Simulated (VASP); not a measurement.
Input of a VASP 6.6.1 run:

File INCAR:

```
SYSTEM = SrCd
  PREC = Accurate
  ENCUT = 520
  EDIFF = 1E-8
  ISMEAR = -1
  SIGMA = 0.08
  LREAL = .FALSE.
  LASPH = .TRUE.
  NELM = 60
  ALGO = Normal
  ISIF = 2
  LWAVE = .FALSE.
  LCHARG = .FALSE.
  GGA = CA
  LEFG = .TRUE.
  NBANDS = 18
```

File KPOINTS:

```
Automatic mesh
0
G
  10 10 10
  0 0 0
```

Contents of POSCAR:

```
SrCd
1.0
    4.0556770935      0.0000000000      0.0000000000
    0.0000000000      4.0556770935      0.0000000000
    0.0000000000      0.0000000000      4.0556770935
Sr Cd
1 1
Direct
    0.5000000000      0.5000000000      0.5000000000
    0.0000000000      0.0000000000      0.0000000000
```

Potentials or basis: VASP PAW LDA potentials, release 64 (Sr_sv, Cd).

Command:

```console
$ cat potpaw_LDA.64/Sr_sv/POTCAR potpaw_LDA.64/Cd/POTCAR > POTCAR
$ mpirun -np 1 vasp_std > vasp.out
```

Problem. Predict the band gap on the k mesh.

Solution. Zero (bands 11 and 12 overlap by 2.04 eV).

Problem. What does it give for the pressure?

Solution. -2.8 GPa.
